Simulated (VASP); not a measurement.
# Ba (P6/mmm) in VASP: single point with PBEsol

Aim: the single point of Ba with PBEsol.

Program: VASP 6.6.1. These are calculated values, not measurements. Logs are shortened: lines on timing, memory, paths and dates and some standing lists are left out, and cuts for length are marked.

## (1) The cell of the first run

Symmetry: P6/mmm, No. 191, hexagonal system. Conventional cell: a = 11.725 Å, b = 11.725 Å, c = 4.859 Å, α = 90.00°, β = 90.00°, γ = 120.00°.

This isn't the form of Ba at room conditions, which is bcc.

## (2) Single point, PBEsol (Sr replaced by Ba, lengths x 1.062, strained)

The input, INCAR:

```
PREC = Accurate
ENCUT = 520
EDIFF = 1E-6
ISMEAR = 0
SIGMA = 0.1
LREAL = False
LASPH = True
NELM = 100
ALGO = Fast
ISIF = 2
LWAVE = False
LCHARG = True
GGA = PS
LELF = True
LVHAR = True
NBANDS = 11
```

The input, KPOINTS:

```
regular mesh
0
Gamma
  6 6 10
```

The input, POSCAR:

```
Ba
1.0
   11.7250267169      0.0000000000      0.0000000000
   -5.8625133584     10.1541709968      0.0000000000
    0.0000000000      0.0000000000      4.8586149420
Ba
1
Direct
    0.0000000000      0.0000000000      0.0000000000
```

Potentials or basis: VASP PAW PBE potentials, release 64 (Ba_sv).

Command:

```
> cat potpaw_PBE.64/Ba_sv/POTCAR > POTCAR
> mpirun -np 1 vasp_std > vasp.out
```

OUTCAR:

```text
PREC = Accurate
   ENCUT = 520
   EDIFF = 1E-6
   ISMEAR = 0
   LREAL = False
   LASPH = True
   NELM = 100
   ISIF = 2
   GGA = PS

 ion  position               nearest neighbor table
   1  0.000  0.000  0.000-

  LATTYP: Found a hexagonal cell.
 ALAT       =    11.7250267169
 C/A-ratio  =     0.4143798611

  Lattice vectors:

 A1 = (  11.7250267169,   0.0000000000,   0.0000000000)
 A2 = (  -5.8625133584,  10.1541709968,   0.0000000000)
 A3 = (   0.0000000000,   0.0000000000,   4.8586149420)

Analysis of symmetry for initial positions (statically):
=====================================================================
 Subroutine PRICEL returns:
 Original cell was already a primitive cell.

 Routine SETGRP: Setting up the symmetry group for a
 hexagonal supercell.

 Subroutine GETGRP returns: Found 24 space group operations
 (whereof 24 operations were pure point group operations)
 out of a pool of 24 trial point group operations.

The static configuration has the point symmetry D_6h.

Analysis of symmetry for dynamics (positions and initial velocities):
=====================================================================
 Subroutine PRICEL returns:
 Original cell was already a primitive cell.

 Routine SETGRP: Setting up the symmetry group for a
 hexagonal supercell.

 Subroutine GETGRP returns: Found 24 space group operations
 (whereof 24 operations were pure point group operations)
 out of a pool of 24 trial point group operations.

The dynamic configuration has the point symmetry D_6h.

 Subroutine INISYM returns: Found 24 space group operations
 (whereof 24 operations are pure point group operations),
 and found     1 'primitive' translations

----------------------------------------------------------------------------------------

                                     Primitive cell

  volume of cell :     578.4566

  direct lattice vectors                    reciprocal lattice vectors
    11.725026717  0.000000000  0.000000000     0.085287652  0.049240849  0.000000000
    -5.862513358 10.154170997  0.000000000     0.000000000  0.098481698  0.000000000
     0.000000000  0.000000000  4.858614942     0.000000000  0.000000000  0.205819974

  length of vectors
    11.725026717 11.725026717  4.858614942     0.098481698  0.098481698  0.205819974

  position of ions in fractional coordinates (direct lattice)
     0.000000000  0.000000000  0.000000000

  ion indices of the primitive-cell ions
   primitive index   ion index
                 1           1

----------------------------------------------------------------------------------------

 KPOINTS: regular mesh

Automatic generation of k-mesh.
 Grid dimensions read from file:
 generate k-points for:    6    6   10

 Generating k-lattice:

  Cartesian coordinates                     Fractional coordinates (reciprocal lattice)
     0.014214609  0.008206808  0.000000000     0.166666667  0.000000000  0.000000000
     0.000000000  0.016413616  0.000000000     0.000000000  0.166666667  0.000000000
     0.000000000  0.000000000  0.020581997     0.000000000  0.000000000  0.100000000

  Length of vectors
     0.016413616  0.016413616  0.020581997

  Shift w.r.t. Gamma in fractional coordinates (k-lattice)
     0.000000000  0.000000000  0.000000000

 Subroutine IBZKPT returns following result:
 ===========================================

 Found     42 irreducible k-points:

 Following reciprocal coordinates:
            Coordinates               Weight
  0.000000  0.000000  0.000000      1.000000
  0.166667  0.000000  0.000000      6.000000
  0.333333  0.000000  0.000000      6.000000
  0.500000  0.000000  0.000000      3.000000
  0.166667  0.166667  0.000000      6.000000
  0.333333  0.166667  0.000000     12.000000
[... 16 lines left out ...]
  0.166667  0.000000  0.300000     12.000000
  0.333333  0.000000  0.300000     12.000000
 [... further k-points ...]
   k-points           NKPTS =     42   k-points in BZ     NKDIM =     42   number of bands    NBANDS=     11
   number of dos      NEDOS =    301   number of ions     NIONS =      1
   total plane-waves  NPLWV = 291600
   dimension x,y,z NGX =    90 NGY =   90 NGZ =   36
   dimension x,y,z NGXF=   180 NGYF=  180 NGZF=   72
   ions per type =               1
   NGX,Y,Z   is equivalent  to a cutoff of  12.76, 12.76, 12.32 a.u.
   NGXF,Y,Z  is equivalent  to a cutoff of  25.52, 25.52, 24.64 a.u.
 SYSTEM =  unknown system
   PREC   = accura    normal or accurate (medium, high low for compatibility)
   ISTART =      0    job   : 0-new  1-cont  2-samecut
   ICHARG =      2    charge: 1-file 2-atom 10-const
   ISPIN  =      1    spin polarized calculation?
   LNONCOLLINEAR =      F non collinear calculations
   LSORBIT =      F    spin-orbit coupling
   LASPH  =      T    aspherical Exc in radial PAW
   ENCUT  =  520.0 eV  38.22 Ry    6.18 a.u.  21.80 21.80  9.03*2*pi/ulx,y,z
   NELM   =    100;   NELMIN=  2; NELMDL= -5     # of ELM steps
   EDIFF  = 0.1E-05   stopping-criterion for ELM
   LREAL  =      F    real-space projection
   EDIFFG = 0.1E-04   stopping-criterion for IOM
   NSW    =      0    number of steps for IOM
   IBRION =     -1    ionic relax: 0-MD 1-quasi-New 2-CG
   NFREE  =      0    steps in history (QN), initial steepest desc. (CG)
   ISIF   =      2    stress and relaxation
   ISYM   =      2    0-nonsym 1-usesym 2-fastsym
   POTIM  = 0.5000    time-step for ionic-motion
   TEBEG  =    0.0;   TEEND  =   0.0 temperature during run
   PSTRESS=    0.0 pullay stress
   NELECT =      10.0000    total number of electrons
   NUPDOWN=      -1.0000    fix difference up-down
   EMIN   =  10.00;   EMAX   =-10.00  energy-range for DOS
   EFERMI =   0.00;   METHOD = LEGACY
   ISMEAR =     0;   SIGMA  =   0.10  broadening in eV -4-tet -1-fermi 0-gaus
   EFERMI_NEDOS =   21; number of points for ismear=-14 and -15
   IALGO  =     68    algorithm
   IMIX   =      4    mixing-type and parameters
     AMIX     =   0.40;   BMIX     =  1.00
     AMIX_MAG =   1.60;   BMIX_MAG =  1.00
  volume/ion in A,a.u.               =     578.46      3903.62
  Fermi-wavevector in a.u.,A,eV,Ry     =   0.423303  0.799926  2.437965  0.179185
  Thomas-Fermi vector in A             =   1.387329
   LORBIT       =      0    0 simple, 1 ext, 2 COOP (PROOUT), +10 PAW based schemes
   GGA     = PS    functional components
   LHFCALC =     F    Hartree Fock is set to
   AEXX    =    0.0000 exact exchange contribution
   IVDW    =     0    specifies the selected vdW correction
   LEPSILON=     F    determine dielectric tensor
   LRPA    =     F    only Hartree local field effects (RPA)
 non-spin polarized calculation
 RMM-DIIS sequential band-by-band and
 Gauss-broadening in eV      SIGMA  =   0.10
  energy-cutoff  :      520.00
  volume of cell :      578.46
 maximum number of plane-waves:     15622
 NGX is ok and might be reduce to    90
   NGX = 43   NGY = 43   NGZ = 19

 number of electron      10.0000000 magnetization

 Free energy of the ion-electron system (eV)
  ---------------------------------------------------
  ext. energy  EPLUGINS =         0.00000000
  ---------------------------------------------------
  free energy    TOTEN  =        -0.39042974 eV

  energy without entropy =       -0.36927488  energy(sigma->0) =       -0.37985231

 E-fermi :  -1.6681     XC(G=0):  -2.0846

 val. band max:       -1.8533217633   @ k =   0.3333   0.3333   0.4000
 cond. band min:      -1.6314183159   @ k =   0.5000   0.0000   0.5000
 fundamental gap:      0.2219034474
 Fermi energy:        -1.6681240912

 k-point     1 :       0.0000    0.0000    0.0000
  band No.  band energies     occupation
      1     -32.4786      2.00000
      2     -17.6185      2.00000
      3     -17.6185      2.00000
      4     -17.3792      2.00000
      5      -3.2222      2.00000
      6      -1.5105      0.02581
      7      -1.2242      0.00000
      8      -1.2241      0.00000
      9      -0.8844      0.00000
     10      -0.8844      0.00000
     11      -0.2102      0.00000

 k-point     2 :       0.1667    0.0000    0.0000
  band No.  band energies     occupation
      1     -32.4786      2.00000
      2     -17.6185      2.00000
      3     -17.6185      2.00000
      4     -17.3792      2.00000
      5      -3.2205      2.00000
      6      -1.5040      0.02028
      7      -1.2254      0.00000
      8      -1.2194      0.00000
      9      -0.9301      0.00000
     10      -0.8942      0.00000
     11      -0.2105      0.00000

 k-point     3 :       0.3333    0.0000    0.0000
  band No.  band energies     occupation
      1     -32.4786      2.00000
      2     -17.6185      2.00000
      3     -17.6185      2.00000
      4     -17.3792      2.00000
      5      -3.2169      2.00000
      6      -1.4889      0.01127
      7      -1.2269      0.00000
      8      -1.2092      0.00000
      9      -1.0152      0.00000
     10      -0.9143      0.00000
     11      -0.2109      0.00000

 k-point     4 :       0.5000    0.0000    0.0000
  band No.  band energies     occupation
      1     -32.4786      2.00000
      2     -17.6185      2.00000
      3     -17.6185      2.00000
      4     -17.3792      2.00000
      5      -3.2151      2.00000
      6      -1.4800      0.00782
      7      -1.2267      0.00000
      8      -1.2037      0.00000
      9      -1.0565      0.00000
     10      -0.9248      0.00000
     11      -0.2109      0.00000
[... 239 lines left out ...]
 k-point    22 :       0.0000    0.0000    0.3000
  band No.  band energies     occupation
      1     -32.4761      2.00000
      2     -17.6129      2.00000
      3     -17.6129      2.00000
      4     -17.4403      2.00000
      5      -2.3688      2.00000
      6      -1.4169      0.00038
      7      -1.4169      0.00038
      8      -1.0674      0.00000
      9      -1.0079      0.00000
     10      -1.0079      0.00000
     11       0.2828      0.00000

 k-point    23 :       0.1667    0.0000    0.3000
  band No.  band energies     occupation
      1     -32.4761      2.00000
      2     -17.6129      2.00000
      3     -17.6129      2.00000
      4     -17.4403      2.00000
      5      -2.3657      2.00000
      6      -1.4215      0.00049
      7      -1.4180      0.00041
      8      -1.0652      0.00000
      9      -1.0082      0.00000
     10      -1.0050      0.00000
     11       0.2297      0.00000

 k-point    24 :       0.3333    0.0000    0.3000
  band No.  band energies     occupation
      1     -32.4761      2.00000
      2     -17.6129      2.00000
      3     -17.6129      2.00000
      4     -17.4403      2.00000
      5      -2.3595      2.00000
      6      -1.4307      0.00079
      7      -1.4202      0.00045
      8      -1.0610      0.00000
      9      -1.0085      0.00000
     10      -0.9993      0.00000
     11       0.0857      0.00000

 [... further k-points ...]

------------------------ aborting loop because EDIFF is reached ----------------------------------------

  FORCE on cell =-STRESS in cart. coord.  units (eV):
  Direction    XX          YY          ZZ          XY          YZ          ZX
  --------------------------------------------------------------------------------------
  -------------------------------------------------------------------------------------
  Total       -0.0109126     -0.0109126     -0.7678457     -0.0000000      0.0000000      0.0000000
  in kB       -0.0302252     -0.0302252     -2.1267368     -0.0000000      0.0000000      0.0000000
  external PRESSURE =      -0.7290624 kB  Pullay stress =       0.0000000 kB

 VOLUME and BASIS-vectors are now :
 -----------------------------------------------------------------------------
  energy-cutoff  :      520.00
  volume of cell :      578.46
      direct lattice vectors                 reciprocal lattice vectors
    11.725026717  0.000000000  0.000000000     0.085287652  0.049240849  0.000000000
    -5.862513358 10.154170997  0.000000000     0.000000000  0.098481698  0.000000000
     0.000000000  0.000000000  4.858614942     0.000000000  0.000000000  0.205819974

 POSITION                                       TOTAL-FORCE (eV/Angst)
 -----------------------------------------------------------------------------------
      0.00000      0.00000      0.00000         0.000000      0.000000      0.000000
 -----------------------------------------------------------------------------------
    total drift:                                0.000000     -0.000000      0.000000

  FREE ENERGIE OF THE ION-ELECTRON SYSTEM (eV)
  ---------------------------------------------------
  free  energy   TOTEN  =        -0.3904297380 eV

  energy  without entropy=       -0.3692748823  energy(sigma->0) =       -0.37985231
```

Wall time 7.5 min (1 thread of Intel Xeon Platinum 8259CL at 2.50GHz (Skylake/Cascade Lake), shared host); peak memory 0.77 GiB.

What came out:

```
Free energy            : -0.3904 eV
Pressure               : -0.1 GPa
Band gap on the k mesh : zero (filled and empty bands overlap)
```

Levels at points of the mesh, in eV from the Fermi level:
| k point | band 1 | band 2 | band 3 | band 4 | band 5 | band 6 | band 7 | band 8 | band 9 | band 10 |
| --- | --- | --- | --- | --- | --- | --- | --- | --- | --- | --- |
| (0.00, 0.00, 0.00) | -30.81 | -15.95 | -15.95 | -15.71 | -1.55 | 0.16 | 0.44 | 0.44 | 0.78 | 0.78 |
| (0.50, 0.00, 0.00) | -30.81 | -15.95 | -15.95 | -15.71 | -1.55 | 0.19 | 0.44 | 0.46 | 0.61 | 0.74 |
| (0.00, 0.00, 0.50) | -30.81 | -15.94 | -15.94 | -15.80 | 0.04 | 0.04 | 0.11 | 0.61 | 0.79 | 0.79 |
| (0.50, 0.00, 0.50) | -30.81 | -15.94 | -15.94 | -15.80 | 0.04 | 0.04 | 0.12 | 0.62 | 0.79 | 0.80 |

Caveat: the cell differs from its parent crystal (Sr replaced by Ba, lengths x 1.062, strained); the PAW data sets were made with another functional, which shifts forces and pressure a little; spin-orbit coupling is left out, which moves the levels of the heavy elements.
